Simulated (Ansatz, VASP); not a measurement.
**AlNi: VASP and Ansatz over several settings**

```xyz
2
Lattice="2.8222 0.0000 0.0000 0.0000 2.8222 0.0000 0.0000 0.0000 2.8222" Properties=species:S:1:pos:R:3 pbc="T T T"
Ni    1.4111    1.4111    1.4111
Al    0.0000    0.0000    0.0000
```

Single points on this cell with VASP 6.6.1 and Ansatz 0.2.0. Each row is one pair of runs. Alike in all rows: spin: collinear, typed start; k mesh: 9 × 9 × 9; smearing: fermi-dirac, width 0.05 eV.

```tsv
level	VASP's potentials, cutoff	Ansatz's potentials, cutoff	gap on the k mesh at the Fermi level (eV), VASP	gap on the k mesh at the Fermi level (eV), Ansatz	pressure (GPa), VASP	pressure (GPa), Ansatz	net moment per atom (μB), VASP	net moment per atom (μB), Ansatz
LDA	VASP PAW LDA potentials, release 64 (Ni, Al), 520 eV	Ansatz PAW, 420 eV	none	none	2.2	2.0	0.00	0.00
PBE	VASP PAW PBE potentials, release 64 (Ni, Al), 520 eV	Ansatz PAW, 420 eV	none	none	13.9	13.8	0.00	0.00
r2SCAN	VASP PAW PBE potentials, release 64 (Ni, Al), 520 eV	Ansatz PAW, 500 eV	none	none	8.1	8.3	0.00	0.00
```

Pressure (GPa): the two programs differ by at most 0.25; net moment per atom (μB): the two programs differ by at most 0.

VASP's potentials hold 13 valence electrons a cell and Ansatz's 21, so a difference there can come from the potentials and not from the codes.

A gap of «none» marks a metal or a gap that the smearing closes.

Noted on Ansatz's runs: the magnetic or orbital state may not be the lowest.
